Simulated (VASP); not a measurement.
# BaS (P-6m2) in VASP: a series of runs

Runs on BaS. Level: r2SCAN. Tasks: single point.

All numbers are computed with VASP 6.6.1; they aren't measurements. Logs are shortened: lines on timing, memory, paths and dates and some standing lists are left out, and cuts for length are marked.

## Step 1: The cell of the first run

The structure is hexagonal, space group P-6m2 (No. 187). The conventional cell has a = 4.325 Å, b = 4.325 Å, c = 3.959 Å, α = 90.00°, β = 90.00°, γ = 120.00°. Within 4.2 Å of Ba (site symmetry -6m2) lie 6 S at 3.19 Å and 2 Ba at 3.96 Å. S (site symmetry -6m2) has 6 Ba at 3.19 Å and 2 S at 3.96 Å within 4.2 Å.

## Step 2: Single point, r2SCAN (volume scaled by 0.980)

File POSCAR:

```
BaS
1.0
    4.3250578801      0.0000000000      0.0000000000
   -2.1625289401      3.7456099970      0.0000000000
    0.0000000000      0.0000000000      3.9587683509
Ba S
1 1
Direct
    0.0000000000      0.0000000000      0.0000000000
    0.6666666667      0.3333333333      0.5000000000
```

File INCAR.step1:

```
SYSTEM = BaS
PREC     = Accurate       ! precision mode
ENCUT    = 520            ! plane-wave cutoff, eV
ISMEAR   = 0              ! smearing method
SIGMA    = 0.05           ! smearing width, eV
LREAL    = .False.        ! projectors in reciprocal space
LASPH    = .True.         ! aspherical terms in the spheres
NELM     = 60             ! most SCF steps
NBANDS   = 15             ! bands
GGA      = PE             ! functional
ALGO     = Normal         ! electronic algorithm
EDIFF    = 1E-4           ! SCF threshold, eV
LWAVE    = .True.         ! write WAVECAR
LCHARG   = .False.        ! write CHGCAR
```

File INCAR.step2:

```
SYSTEM = BaS
PREC     = Accurate       ! precision mode
ENCUT    = 520            ! plane-wave cutoff, eV
EDIFF    = 1E-6           ! SCF threshold, eV
ISMEAR   = 0              ! smearing method
SIGMA    = 0.05           ! smearing width, eV
LREAL    = .False.        ! projectors in reciprocal space
LASPH    = .True.         ! aspherical terms in the spheres
NELM     = 60             ! most SCF steps
ALGO     = Normal         ! electronic algorithm
ISIF     = 2              ! what is computed and relaxed
LWAVE    = .False.        ! write WAVECAR
LCHARG   = .True.         ! write CHGCAR
METAGGA  = R2SCAN         ! meta-GGA
LMIXTAU  = .True.       
LELF     = .True.         ! ELF
LVHAR    = .True.       
NBANDS   = 15             ! bands
ISTART   = 1
```

File KPOINTS:

```
Automatic mesh
0
Gamma
  6 6 6
  0 0 0
```

Potentials or basis: VASP PAW PBE potentials, release 64 (Ba_sv, S).

Command:

```console
$ cat potpaw_PBE.64/Ba_sv/POTCAR potpaw_PBE.64/S/POTCAR > POTCAR
$ cp INCAR.step1 INCAR
$ mpirun -np 1 vasp_std > vasp.out
$ cp INCAR.step2 INCAR
$ mpirun -np 1 vasp_std > vasp.out
```

OUTCAR:

```text
SYSTEM = BaS
   PREC = Accurate
   ENCUT = 520
   EDIFF = 1E-6
   ISMEAR = 0
   LREAL = .False.
   LASPH = .True.
   NELM = 60
   ISIF = 2
   METAGGA = R2SCAN
   ISTART = 1

 ion  position               nearest neighbor table
   1  0.000  0.000  0.000-   2 3.19   2 3.19   2 3.19   2 3.19   2 3.19   2 3.19
   2  0.667  0.333  0.500-   1 3.19   1 3.19   1 3.19   1 3.19   1 3.19   1 3.19

  LATTYP: Found a hexagonal cell.
 ALAT       =     4.3250578801
 C/A-ratio  =     0.9153099128

  Lattice vectors:

 A1 = (   4.3250578801,   0.0000000000,   0.0000000000)
 A2 = (  -2.1625289401,   3.7456099970,   0.0000000000)
 A3 = (   0.0000000000,   0.0000000000,   3.9587683509)

Analysis of symmetry for initial positions (statically):
=====================================================================
 Subroutine PRICEL returns:
 Original cell was already a primitive cell.

 Routine SETGRP: Setting up the symmetry group for a
 hexagonal supercell.

 Subroutine GETGRP returns: Found 12 space group operations
 (whereof 12 operations were pure point group operations)
 out of a pool of 24 trial point group operations.

The static configuration has the point symmetry D_3h.

Analysis of symmetry for dynamics (positions and initial velocities):
=====================================================================
 Subroutine PRICEL returns:
 Original cell was already a primitive cell.

 Routine SETGRP: Setting up the symmetry group for a
 hexagonal supercell.

 Subroutine GETGRP returns: Found 12 space group operations
 (whereof 12 operations were pure point group operations)
 out of a pool of 24 trial point group operations.

The dynamic configuration has the point symmetry D_3h.

 Subroutine INISYM returns: Found 12 space group operations
 (whereof 12 operations are pure point group operations),
 and found     1 'primitive' translations

----------------------------------------------------------------------------------------

                                     Primitive cell

  volume of cell :      64.1320

  direct lattice vectors                    reciprocal lattice vectors
     4.325057880  0.000000000  0.000000000     0.231210779  0.133489605  0.000000000
    -2.162528940  3.745609997  0.000000000     0.000000000  0.266979211  0.000000000
     0.000000000  0.000000000  3.958768351     0.000000000  0.000000000  0.252603818

  length of vectors
     4.325057880  4.325057880  3.958768351     0.266979211  0.266979211  0.252603818

  position of ions in fractional coordinates (direct lattice)
     0.000000000  0.000000000  0.000000000
     0.666666667  0.333333333  0.500000000

  ion indices of the primitive-cell ions
   primitive index   ion index
                 1           1
                 2           2

----------------------------------------------------------------------------------------

 KPOINTS: Automatic mesh

Automatic generation of k-mesh.
 Grid dimensions read from file:
 generate k-points for:    6    6    6

 Generating k-lattice:

  Cartesian coordinates                     Fractional coordinates (reciprocal lattice)
     0.038535130  0.022248268  0.000000000     0.166666667  0.000000000  0.000000000
     0.000000000  0.044496535  0.000000000     0.000000000  0.166666667  0.000000000
     0.000000000  0.000000000  0.042100636     0.000000000  0.000000000  0.166666667

  Length of vectors
     0.044496535  0.044496535  0.042100636

  Shift w.r.t. Gamma in fractional coordinates (k-lattice)
     0.000000000  0.000000000  0.000000000

 Subroutine IBZKPT returns following result:
 ===========================================

 Found     28 irreducible k-points:

 Following reciprocal coordinates:
            Coordinates               Weight
  0.000000  0.000000  0.000000      1.000000
  0.166667  0.000000  0.000000      6.000000
  0.333333  0.000000  0.000000      6.000000
  0.500000  0.000000  0.000000      3.000000
  0.166667  0.166667  0.000000      6.000000
  0.333333  0.166667  0.000000     12.000000
[... 16 lines left out ...]
  0.166667  0.000000  0.500000      6.000000
  0.333333  0.000000  0.500000      6.000000
 [... further k-points ...]
   k-points           NKPTS =     28   k-points in BZ     NKDIM =     28   number of bands    NBANDS=     15
   number of dos      NEDOS =    301   number of ions     NIONS =      2
   total plane-waves  NPLWV =  30720
   dimension x,y,z NGX =    32 NGY =   32 NGZ =   30
   dimension x,y,z NGXF=    64 NGYF=   64 NGZF=   60
   ions per type =               1   1
   NGX,Y,Z   is equivalent  to a cutoff of  12.30, 12.30, 12.60 a.u.
   NGXF,Y,Z  is equivalent  to a cutoff of  24.60, 24.60, 25.20 a.u.
 SYSTEM =  BaS
   PREC   = accura    normal or accurate (medium, high low for compatibility)
   ISTART =      1    job   : 0-new  1-cont  2-samecut
   ICHARG =      0    charge: 1-file 2-atom 10-const
   ISPIN  =      1    spin polarized calculation?
   LNONCOLLINEAR =      F non collinear calculations
   LSORBIT =      F    spin-orbit coupling
   LASPH  =      T    aspherical Exc in radial PAW
   ENCUT  =  520.0 eV  38.22 Ry    6.18 a.u.   8.04  8.04  7.36*2*pi/ulx,y,z
   NELM   =     60;   NELMIN=  2; NELMDL=  0     # of ELM steps
   EDIFF  = 0.1E-05   stopping-criterion for ELM
   LREAL  =      F    real-space projection
   EDIFFG = 0.1E-04   stopping-criterion for IOM
   NSW    =      0    number of steps for IOM
   IBRION =     -1    ionic relax: 0-MD 1-quasi-New 2-CG
   NFREE  =      0    steps in history (QN), initial steepest desc. (CG)
   ISIF   =      2    stress and relaxation
   ISYM   =      2    0-nonsym 1-usesym 2-fastsym
   POTIM  = 0.5000    time-step for ionic-motion
   TEBEG  =    0.0;   TEEND  =   0.0 temperature during run
   PSTRESS=    0.0 pullay stress
   NELECT =      16.0000    total number of electrons
   NUPDOWN=      -1.0000    fix difference up-down
   EMIN   =  10.00;   EMAX   =-10.00  energy-range for DOS
   EFERMI =   0.00;   METHOD = LEGACY
   ISMEAR =     0;   SIGMA  =   0.05  broadening in eV -4-tet -1-fermi 0-gaus
   EFERMI_NEDOS =   21; number of points for ismear=-14 and -15
   IALGO  =     38    algorithm
   IMIX   =      4    mixing-type and parameters
     AMIX     =   0.40;   BMIX     =  1.00
     AMIX_MAG =   1.60;   BMIX_MAG =  1.00
  volume/ion in A,a.u.               =      32.07       216.39
  Fermi-wavevector in a.u.,A,eV,Ry     =   1.030600  1.947551 14.451231  1.062136
  Thomas-Fermi vector in A             =   2.164706
   LORBIT       =      0    0 simple, 1 ext, 2 COOP (PROOUT), +10 PAW based schemes
   METAGGA = R2SCAN    functional components
   LHFCALC =     F    Hartree Fock is set to
   AEXX    =    0.0000 exact exchange contribution
   IVDW    =     0    specifies the selected vdW correction
   LEPSILON=     F    determine dielectric tensor
   LRPA    =     F    only Hartree local field effects (RPA)
 non-spin polarized calculation
 Gauss-broadening in eV      SIGMA  =   0.05
  energy-cutoff  :      520.00
  volume of cell :       64.13
 maximum number of plane-waves:      1758
   NGX = 17   NGY = 17   NGZ = 15

 number of electron      16.0000002 magnetization

 Free energy of the ion-electron system (eV)
  ---------------------------------------------------
  ext. energy  EPLUGINS =         0.00000000
  ---------------------------------------------------
  free energy    TOTEN  =       -38.90405422 eV

  energy without entropy =      -38.90405422  energy(sigma->0) =      -38.90405422

 E-fermi :   2.0315     XC(G=0):  -9.1293

 val. band max:        1.7761327621   @ k =   0.0000   0.0000   0.0000
 cond. band min:       4.0815807417   @ k =   0.0000   0.0000   0.0000
 fundamental gap:      2.3054479796
 Fermi energy:         2.0315081477

 k-point     1 :       0.0000    0.0000    0.0000
  band No.  band energies     occupation
      1     -25.6588      2.00000
      2     -10.2854      2.00000
      3     -10.2853      2.00000
      4     -10.1407      2.00000
      5      -9.4300      2.00000
      6       0.9519      2.00000
      7       0.9519      2.00000
      8       1.7761      2.00000
      9       4.0816      0.00000
     10       5.4525      0.00000
     11       7.8823      0.00000
     12       7.8823      0.00000
     13       8.8596      0.00000
     14       8.8596      0.00000
     15      11.3029      0.00000

 k-point     2 :       0.1667    0.0000    0.0000
  band No.  band energies     occupation
      1     -25.6459      2.00000
      2     -10.7150      2.00000
      3     -10.3219      2.00000
      4     -10.1157      2.00000
      5      -9.0154      2.00000
      6       0.5193      2.00000
      7       1.0581      2.00000
      8       1.5837      2.00000
      9       4.3858      0.00000
     10       6.3581      0.00000
     11       7.1587      0.00000
     12       8.0336      0.00000
     13       8.6306      0.00000
     14       8.9752      0.00000
     15      11.5238      0.00000

 k-point     3 :       0.3333    0.0000    0.0000
  band No.  band energies     occupation
      1     -25.6199      2.00000
      2     -11.2209      2.00000
      3     -10.3933      2.00000
      4     -10.0649      2.00000
      5      -8.5412      2.00000
      6      -0.0489      2.00000
      7       1.2326      2.00000
      8       1.2518      2.00000
      9       4.5231      0.00000
     10       6.9178      0.00000
     11       8.1138      0.00000
     12       8.2512      0.00000
     13       8.6062      0.00000
     14       8.9177      0.00000
     15      11.9588      0.00000

 k-point     4 :       0.5000    0.0000    0.0000
  band No.  band energies     occupation
      1     -25.6068      2.00000
      2     -11.4155      2.00000
      3     -10.4282      2.00000
      4     -10.0391      2.00000
      5      -8.3637      2.00000
      6      -0.2496      2.00000
      7       1.0703      2.00000
      8       1.3384      2.00000
      9       4.2732      0.00000
     10       7.7107      0.00000
     11       8.0887      0.00000
     12       8.7913      0.00000
     13       8.8044      0.00000
     14       9.1314      0.00000
     15      11.1780      0.00000
[... 307 lines left out ...]
 k-point    22 :       0.0000    0.0000    0.5000
  band No.  band energies     occupation
      1     -25.5894      2.00000
      2     -11.6043      2.00000
      3     -10.1850      2.00000
      4     -10.1850      2.00000
      5      -8.0038      2.00000
      6      -0.6630      2.00000
      7       1.0950      2.00000
      8       1.0950      2.00000
      9       6.0892      0.00000
     10       6.0892      0.00000
     11       7.0720      0.00000
     12       7.0720      0.00000
     13       7.1923      0.00000
     14       8.6161      0.00000
     15      11.6747      0.00000

 k-point    23 :       0.1667    0.0000    0.5000
  band No.  band energies     occupation
      1     -25.5782      2.00000
      2     -11.4701      2.00000
      3     -10.3303      2.00000
      4     -10.2145      2.00000
      5      -8.2190      2.00000
      6      -0.4103      2.00000
      7       0.9145      2.00000
      8       0.9631      2.00000
      9       5.4128      0.00000
     10       6.5818      0.00000
     11       6.6768      0.00000
     12       7.6358      0.00000
     13       8.4000      0.00000
     14       9.9558      0.00000
     15      12.0840      0.00000

 k-point    24 :       0.3333    0.0000    0.5000
  band No.  band energies     occupation
      1     -25.5557      2.00000
      2     -11.1400      2.00000
      3     -10.6025      2.00000
      4     -10.2727      2.00000
      5      -8.7048      2.00000
      6      -0.0207      2.00000
      7       0.6046      2.00000
      8       0.6572      2.00000
      9       5.3686      0.00000
     10       6.9006      0.00000
     11       7.9440      0.00000
     12       8.9108      0.00000
     13       9.7702      0.00000
     14      11.8035      0.00000
     15      12.4242      0.00000

 [... further k-points ...]
[... 5 lines left out ...]
  --------------------------------------------------------------------------------------
  -------------------------------------------------------------------------------------
  Total        0.5995263      0.5995263      0.6620070     -0.0000000      0.0000000      0.0000000
  in kB       14.9776701     14.9776701     16.5385955     -0.0000000      0.0000000      0.0000000
  external PRESSURE =      15.4979786 kB  Pullay stress =       0.0000000 kB

 VOLUME and BASIS-vectors are now :
 -----------------------------------------------------------------------------
  energy-cutoff  :      520.00
  volume of cell :       64.13
      direct lattice vectors                 reciprocal lattice vectors
     4.325057880  0.000000000  0.000000000     0.231210779  0.133489605  0.000000000
    -2.162528940  3.745609997  0.000000000     0.000000000  0.266979211  0.000000000
     0.000000000  0.000000000  3.958768351     0.000000000  0.000000000  0.252603818

 POSITION                                       TOTAL-FORCE (eV/Angst)
 -----------------------------------------------------------------------------------
      0.00000      0.00000      0.00000        -0.000000      0.000000      0.000000
      2.16253      1.24854      1.97938         0.000000     -0.000000      0.000000
 -----------------------------------------------------------------------------------
    total drift:                               -0.000000      0.000000      0.000000

  FREE ENERGIE OF THE ION-ELECTRON SYSTEM (eV)
  ---------------------------------------------------
  free  energy   TOTEN  =       -38.9040542237 eV

  energy  without entropy=      -38.9040542237  energy(sigma->0) =      -38.90405422
```

Run time: 30 s. Hardware: 1 thread of Intel Xeon 6975P-C (Granite Rapids), shared host; peak memory 0.19 GiB.

Results:

```yaml
Free_energy: -38.9041 eV
Pressure: 1.5 GPa
Band_gap_on_the_k_mesh: 2.31 eV, direct
```

Stress tensor (GPa, compression positive):
```
1.50 0.00 0.00
0.00 1.50 0.00
0.00 0.00 1.65
```

Levels at points of the mesh, in eV from the valence-band top:
| k point | band 4 | band 5 | band 6 | band 7 | band 8 | band 9 | band 10 | band 11 | band 12 | band 13 |
| --- | --- | --- | --- | --- | --- | --- | --- | --- | --- | --- |
| (0.00, 0.00, 0.00) | -11.92 | -11.21 | -0.82 | -0.82 | 0.00 | 2.31 | 3.68 | 6.11 | 6.11 | 7.08 |
| (0.50, 0.00, 0.00) | -11.82 | -10.14 | -2.03 | -0.71 | -0.44 | 2.50 | 5.93 | 6.31 | 7.02 | 7.03 |
| (0.00, 0.00, 0.50) | -11.96 | -9.78 | -2.44 | -0.68 | -0.68 | 4.31 | 4.31 | 5.30 | 5.30 | 5.42 |
| (0.50, 0.00, 0.50) | -12.08 | -10.78 | -1.67 | -1.31 | -1.28 | 3.96 | 5.51 | 7.47 | 7.94 | 8.54 |

Caveat: the PAW data sets were made with another functional, which shifts forces and pressure a little; spin-orbit coupling is left out, which moves the levels of the heavy elements. A k mesh can miss the band edges.

(Part 1 of 3 ends here.)
